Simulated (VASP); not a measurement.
A run of VASP 6.6.1 is set up as follows.

File INCAR:

```
  ALGO = Normal
  EDIFF = 1E-6
  ENCUT = 520
  GGA = PS
  ISIF = 2
  ISMEAR = 0
  ISYM = 0
  LASPH = True
  LCHARG = False
  LREAL = Auto
  LWAVE = False
  NBANDS = 90
  NELM = 100
  PREC = Accurate
  SIGMA = 0.1
```

Contents of KPOINTS:

```
Automatic mesh
0
Gamma
  3 3 4
  0 0 0.5
```

Contents of POSCAR:

```
InSe
1.0
   -7.9999986013      0.0000000000      0.0000000000
   -3.9999993006      6.9282020189      0.0000000000
   -3.9999993006      2.3094006730     -8.3166700000
In Se
8 8
Direct
    0.5000000000      0.0000000000      0.0000000000
    0.5000000000      0.5000000000      0.0000000000
    0.0000000000      0.0000000000      0.0000000000
    0.0000000000      0.5000000000      0.0000000000
    0.6122000000      0.1122000000      0.6634000000
    0.6122000000      0.6122000000      0.6634000000
    0.1122000000      0.1122000000      0.6634000000
    0.1122000000      0.6122000000      0.6634000000
    0.1155000000      0.6155000000      0.1535000000
    0.1155000000      0.1155000000      0.1535000000
    0.6155000000      0.6155000000      0.1535000000
    0.6155000000      0.1155000000      0.1535000000
    0.3300000000      0.8300000000      0.5100000000
    0.3300000000      0.3300000000      0.5100000000
    0.8300000000      0.8300000000      0.5100000000
    0.8300000000      0.3300000000      0.5100000000
```

Potentials or basis: VASP PAW PBE potentials, release 64 (In_d, Se).

The run is started by

```console
$ cat potpaw_PBE.64/In_d/POTCAR potpaw_PBE.64/Se/POTCAR > POTCAR
$ mpirun -np 1 vasp_std > vasp.out
```

Problem. What does it give for the largest force?

Solution. 0.171 eV/Å.

Problem. Predict the band gap on the k mesh.

Solution. 0.94 eV.

Forces on the atoms (eV/Å):
```
In  -0.003  0.002  0.171
In  -0.003  0.002  0.171
In  -0.003  0.002  0.171
In  -0.003  0.002  0.171
In   0.008 -0.005 -0.168
In   0.008 -0.005 -0.168
In   0.008 -0.005 -0.168
In   0.008 -0.005 -0.168
Se  -0.004  0.002 -0.028
Se  -0.004  0.002 -0.028
Se  -0.004  0.002 -0.028
Se  -0.004  0.002 -0.028
Se  -0.002  0.001  0.025
Se  -0.002  0.001  0.025
Se  -0.002  0.001  0.025
Se  -0.002  0.001  0.025
```

Caveat: the PAW data sets were made with another functional, which shifts forces and pressure a little; spin-orbit coupling is left out, which moves the levels of the heavy elements; a shifted mesh leaves out Γ, where band edges can lie. A k mesh can miss the band edges.
